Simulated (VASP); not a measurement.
Ca:

```xyz
1
Lattice="2.6150 0.0000 0.0000 0.0000 2.6150 0.0000 0.0000 0.0000 2.6150" Properties=species:S:1:pos:R:3 pbc="T T T"
Ca    0.0000    0.0000    0.0000
```

| Quantity | Value |
| --- | --- |
| Program | VASP 6.6.1 |
| Task | relaxation of cell and atoms |
| Functional | PBE |
| Potentials or basis | VASP PAW PBE potentials, release 64 (Ca_sv) |
| Cutoff | 600 eV |
| k mesh | 11 × 11 × 11 |
| Occupations | methfessel-paxton, width 0.05 eV |
| Spin | no spin polarisation |

At the start: pressure 43.9 GPa; volume 17.88 Å³/atom.

Task: Where does the relaxation end?

Result: Over 5 steps the energy falls by 1749.0 meV/atom and the volume is 43.58 Å³/atom (+143.7 %); space group Pm-3m (No. 221, to 0.05 Å).

The path:
```
step  energy change (eV)  largest force (eV/Å)  pressure (GPa)  volume (Å³)
   1              0.0000                0.0000           43.89        17.88
   2             -1.6443                0.0000            4.13        33.79
   3             -1.7203                0.0000            1.77        38.15
   4             -1.7325                0.0000           -1.06        47.97
   5             -1.7490                0.0000           -0.06        43.58
```

Final structure:
```xyz
1
Lattice="3.5190 0.0000 0.0000 0.0000 3.5190 0.0000 0.0000 0.0000 3.5190" Properties=species:S:1:pos:R:3 pbc="T T T"
Ca    0.0000    0.0000    0.0000
```

Caveat: the volume moved by over 15 % at a fixed basis, so the end points are rough; the volume moved by +144 % from the deposited cell, more than functionals usually miss.
